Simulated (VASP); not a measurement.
# Zn (Pm-3m) in VASP: notebook

Runs on Zn. Level: PBE. Tasks: relaxation of cell and atoms.

Program: VASP 6.6.1. These are calculated values, not measurements. Logs are shortened: lines on timing, memory, paths and dates and some standing lists are left out, and cuts for length are marked.

## 1. The cell of the first run

The structure is cubic, space group Pm-3m (No. 221). Conventional cell: a = 2.246 Å, b = 2.246 Å, c = 2.246 Å, α = 90.00°, β = 90.00°, γ = 90.00°. Within 3.0 Å of Zn (site symmetry m-3m) lie 6 Zn at 2.25 Å.

This isn't the form of Zn at room conditions, which is hcp.

## 2. Relaxation of cell and atoms, PBE, target pressure 54 GPa, at which the enthalpy is minimised

Input file INCAR:

```
PREC = Accurate
ENCUT = 600
EDIFF = 1E-6
ISMEAR = -1
SIGMA = 0.05
LREAL = False
LASPH = True
NELM = 60
ALGO = Normal
ISIF = 3
LWAVE = False
LCHARG = False
GGA = PE
IBRION = 2
NSW = 60
EDIFFG = -0.005
PSTRESS = 540.0
```

Input file KPOINTS:

```
Automatic mesh
0
Gamma
  17 17 17
```

Input file POSCAR:

```
Zn
1.0
    2.2463213408      0.0000000000      0.0000000000
    0.0000000000      2.2463213408      0.0000000000
    0.0000000000      0.0000000000      2.2463213408
Zn
1
Direct
    0.0000000000      0.0000000000      0.0000000000
```

Potentials or basis: VASP PAW PBE potentials, release 64 (Zn).

The run is started by

```
$ cat potpaw_PBE.64/Zn/POTCAR > POTCAR
$ mpirun -np 1 vasp_std > vasp.out
```

OUTCAR:

```text
PREC = Accurate
   ENCUT = 600
   EDIFF = 1E-6
   ISMEAR = -1
   LREAL = False
   LASPH = True
   NELM = 60
   ISIF = 3
   GGA = PE
   IBRION = 2
   NSW = 60
   EDIFFG = -0.005
   PSTRESS = 540.0

 ion  position               nearest neighbor table
   1  0.000  0.000  0.000-

  LATTYP: Found a simple cubic cell.
 ALAT       =     2.2463213408

  Lattice vectors:

 A1 = (   2.2463213408,   0.0000000000,   0.0000000000)
 A2 = (   0.0000000000,   2.2463213408,   0.0000000000)
 A3 = (   0.0000000000,   0.0000000000,   2.2463213408)

Analysis of symmetry for initial positions (statically):
=====================================================================
 Subroutine PRICEL returns:
 Original cell was already a primitive cell.

 Routine SETGRP: Setting up the symmetry group for a
 simple cubic supercell.

 Subroutine GETGRP returns: Found 48 space group operations
 (whereof 48 operations were pure point group operations)
 out of a pool of 48 trial point group operations.

The static configuration has the point symmetry O_h .

Analysis of symmetry for dynamics (positions and initial velocities):
=====================================================================
 Subroutine PRICEL returns:
 Original cell was already a primitive cell.

 Routine SETGRP: Setting up the symmetry group for a
 simple cubic supercell.

 Subroutine GETGRP returns: Found 48 space group operations
 (whereof 48 operations were pure point group operations)
 out of a pool of 48 trial point group operations.

The dynamic configuration has the point symmetry O_h .

 Subroutine INISYM returns: Found 48 space group operations
 (whereof 48 operations are pure point group operations),
 and found     1 'primitive' translations

----------------------------------------------------------------------------------------

                                     Primitive cell

  volume of cell :      11.3348

  direct lattice vectors                    reciprocal lattice vectors
     2.246321341  0.000000000  0.000000000     0.445172283  0.000000000  0.000000000
     0.000000000  2.246321341  0.000000000     0.000000000  0.445172283  0.000000000
     0.000000000  0.000000000  2.246321341     0.000000000  0.000000000  0.445172283

[... 87 lines left out ...]
   ISIF   =      3    stress and relaxation
   ISYM   =      2    0-nonsym 1-usesym 2-fastsym
   POTIM  = 0.5000    time-step for ionic-motion
   TEBEG  =    0.0;   TEEND  =   0.0 temperature during run
   PSTRESS=  540.0 pullay stress
   NELECT =      12.0000    total number of electrons
   NUPDOWN=      -1.0000    fix difference up-down
   EMIN   =  10.00;   EMAX   =-10.00  energy-range for DOS
   EFERMI =   0.00;   METHOD = LEGACY
   ISMEAR =    -1;   SIGMA  =   0.05  broadening in eV -4-tet -1-fermi 0-gaus
   EFERMI_NEDOS =   21; number of points for ismear=-14 and -15
   IALGO  =     38    algorithm
   IMIX   =      4    mixing-type and parameters
     AMIX     =   0.40;   BMIX     =  1.00
     AMIX_MAG =   1.60;   BMIX_MAG =  1.00
  volume/ion in A,a.u.               =      11.33        76.49
  Fermi-wavevector in a.u.,A,eV,Ry     =   1.668515  3.153036 37.877820  2.783941
  Thomas-Fermi vector in A             =   2.754349
   LORBIT       =      0    0 simple, 1 ext, 2 COOP (PROOUT), +10 PAW based schemes
   GGA     = PE    functional components
   LHFCALC =     F    Hartree Fock is set to
   AEXX    =    0.0000 exact exchange contribution
   IVDW    =     0    specifies the selected vdW correction
   LEPSILON=     F    determine dielectric tensor
   LRPA    =     F    only Hartree local field effects (RPA)
 conjugate gradient relaxation of ions
 non-spin polarized calculation
  energy-cutoff  :      600.00
  volume of cell :       11.33
 maximum number of plane-waves:       389
 NGX is ok and might be reduce to    18
   NGX =  9   NGY =  9   NGZ =  9

--------------------------------------- Ionic step        1  -------------------------------------------

 number of electron      12.0000022 magnetization

 Free energy of the ion-electron system (eV)
  ---------------------------------------------------
  ext. energy  EPLUGINS =         0.00000000
  ---------------------------------------------------
  free energy    TOTEN  =         0.14240988 eV

  energy without entropy =        0.14395981  energy(sigma->0) =        0.14318484

------------------------ aborting loop because EDIFF is reached ----------------------------------------

  FORCE on cell =-STRESS in cart. coord.  units (eV):
  Direction    XX          YY          ZZ          XY          YZ          ZX
  --------------------------------------------------------------------------------------
  -------------------------------------------------------------------------------------
  Total        5.3704535      5.3704535      5.3704535     -0.0000000      0.0000000     -0.0000000
  in kB      759.1120620    759.1120620    759.1120620     -0.0000000      0.0000000     -0.0000000
  external PRESSURE =     219.1120620 kB  Pullay stress =     540.0000000 kB
[... 209 lines left out ...]
--------------------------------------- Ionic step        7  -------------------------------------------

 number of electron      11.9999988 magnetization

 Free energy of the ion-electron system (eV)
  ---------------------------------------------------
  ext. energy  EPLUGINS =         0.00000000
  ---------------------------------------------------
  free energy    TOTEN  =        -0.19519734 eV

  energy without entropy =       -0.19369630  energy(sigma->0) =       -0.19444682

 E-fermi :   4.7310     XC(G=0): -12.6974

 val. band max:        4.6632814161   @ k =   0.4706   0.2941   0.1176
 cond. band min:       4.8423191317   @ k =   0.4118   0.4118   0.2353
 fundamental gap:      0.1790377155
 Fermi energy:         4.7310083546

 k-point     1 :       0.0000    0.0000    0.0000
  band No.  band energies     occupation
      1      -7.4331      2.00000
      2      -4.9248      2.00000
      3      -4.9248      2.00000
      4      -2.6052      2.00000
      5      -2.6052      2.00000
      6      -2.6052      2.00000
      7      20.5704      0.00000
      8      20.5704      0.00000
      9      20.5704      0.00000
     10      23.8773      0.00000
[... 287 lines left out ...]
 k-point    24 :       0.4706    0.1176    0.0000
  band No.  band energies     occupation
      1      -4.6273      2.00000
      2      -4.3695      2.00000
      3      -3.6607      2.00000
      4      -3.2785      2.00000
      5      -2.6300      2.00000
      6       0.3012      2.00000
      7       2.7871      2.00000
      8      22.6243      0.00000
      9      24.2120      0.00000
     10      27.7931      0.00000

 [... further k-points ...]
[... 5 lines left out ...]
  --------------------------------------------------------------------------------------
  -------------------------------------------------------------------------------------
  Total        4.1053470      4.1053470      4.1053470      0.0000000      0.0000000     -0.0000000
  in kB      540.2338768    540.2338768    540.2338768      0.0000000      0.0000000     -0.0000000
  external PRESSURE =       0.2338768 kB  Pullay stress =     540.0000000 kB
[... 20 lines left out ...]
  energy  without entropy=       -0.1936962974  energy(sigma->0) =       -0.19444682

  enthalpy is  TOTEN    =         3.9083723425 eV   P V=        4.1035696777

 reached required accuracy - stopping structural energy minimisation
```

CONTCAR:

```text
Zn
   1.00000000000000
     2.3005210504369056    0.0000000000000000   -0.0000000000000000
     0.0000000000000000    2.3005210504369056    0.0000000000000000
     0.0000000000000000   -0.0000000000000000    2.3005210504369056
  Zn
     1
Direct
     0.0000000000000000    0.0000000000000000    0.0000000000000000

  0.00000000E+00  0.00000000E+00  0.00000000E+00
```

Wall time 84 s (1 thread of Intel Xeon 8259CL, shared host); peak memory 0.14 GiB.

What came out:

| Quantity | Value |
| --- | --- |
| Free energy | -0.1952 eV |
| Relaxed volume | 12.18 Å³/atom |
| Relaxed cell | a = 2.301 Å, b = 2.301 Å, c = 2.301 Å, α = 90.00°, β = 90.00°, γ = 90.00° |
| Space group after relaxing (to 0.1 Å) | Pm-3m (No. 221) |
| Energy change on relaxing (the run minimises the enthalpy) | -337.6 meV/atom |
| Ionic steps | 7 |
| Pressure after relaxing | 54.0 GPa |
| Band gap on the k mesh | zero (bands 6 and 7 overlap by 8.83 eV) |

Step by step:
```csv
step,energy change (eV),largest force (eV/Å),pressure (GPa),volume (Å³)
1,0.0000,0.0000,75.91,11.33
2,-0.7798,0.0000,24.18,14.07
3,-0.3519,0.0000,52.76,12.22
4,-0.3345,0.0000,54.23,12.17
5,-0.3402,0.0000,53.82,12.18
6,-0.3334,0.0000,54.28,12.16
7,-0.3376,0.0000,54.02,12.18
```

Final structure:
```
CELL_PARAMETERS angstrom
2.30052 0.00000 0.00000
0.00000 2.30052 0.00000
0.00000 0.00000 2.30052
ATOMIC_POSITIONS crystal
Zn 0.00000 0.00000 0.00000
```

Levels at points of the mesh, in eV from the Fermi level:
```tsv
k point	band 3	band 4	band 5	band 6	band 7	band 8	band 9	band 10
(0.00, 0.00, 0.00)	-9.66	-7.34	-7.34	-7.34	15.84	15.84	15.84	19.15
```

Caveat: the cell is relaxed towards a set pressure, so the run minimises the enthalpy, not the energy.

(Continued in part 2 of 2.)
